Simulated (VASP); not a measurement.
Write the native input for VASP 6.6.1 that does the following.

```yaml
Task: single point
Functional: r2SCAN
Potentials_or_basis: VASP PAW PBE potentials, release 64 (Li_sv, H)
Cutoff: 520 eV
k_mesh: 10 × 10 × 10
Occupations: gaussian, width 0.05 eV
Spin: no spin polarisation
Dipole_correction: no
Further_INCAR_settings: ALGO = Normal; EDIFF = 1e-06; NBANDS = 9
```

LiH:

```
Li H
1.0
     0.00000    2.03250    2.03250
     2.03250    0.00000    2.03250
     2.03250    2.03250    0.00000
Li H
1 1
Direct
  0.00000 0.00000 0.00000
  0.50000 0.50000 0.50000
```

One way to write it, as run:

POSCAR

```
LiH
1.0
    0.0000000000      2.0325000000      2.0325000000
    2.0325000000      0.0000000000      2.0325000000
    2.0325000000      2.0325000000      0.0000000000
Li H
1 1
Direct
    0.0000000000      0.0000000000      0.0000000000
    0.5000000000      0.5000000000      0.5000000000
```

INCAR.step1

```
SYSTEM = LiH
PREC = Accurate ; ENCUT = 520
ISMEAR = 0 ; SIGMA = 0.05
LREAL = .False. ; LASPH = .True.
NELM = 100 ; NBANDS = 9
GGA = PE ; ALGO = Normal
EDIFF = 1E-4 ; LWAVE = .True.
LCHARG = .False.
```

INCAR.step2

```
SYSTEM = LiH
PREC = Accurate ; ENCUT = 520
EDIFF = 1E-6 ; ISMEAR = 0
SIGMA = 0.05 ; LREAL = .False.
LASPH = .True. ; NELM = 100
ALGO = Normal ; ISIF = 2
LWAVE = .False. ; LCHARG = .False.
METAGGA = R2SCAN ; LMIXTAU = .True.
NBANDS = 9 ; ISTART = 1
```

KPOINTS

```
regular mesh
0
Gamma
  10 10 10
  0 0 0
```

Potentials or basis: VASP PAW PBE potentials, release 64 (Li_sv, H).

Run with:

```bash
$ cat potpaw_PBE.64/Li_sv/POTCAR potpaw_PBE.64/H/POTCAR > POTCAR
$ cp INCAR.step1 INCAR
$ mpirun -np 1 vasp_std > vasp.out
$ cp INCAR.step2 INCAR
$ mpirun -np 1 vasp_std > vasp.out
```

It gave:

The band gap on the k mesh is 3.60 eV, direct.

Wall time 42 s on 1 thread of AMD EPYC 7R13 Processor (Zen 3) (shared host), peak memory 0.11 GiB.
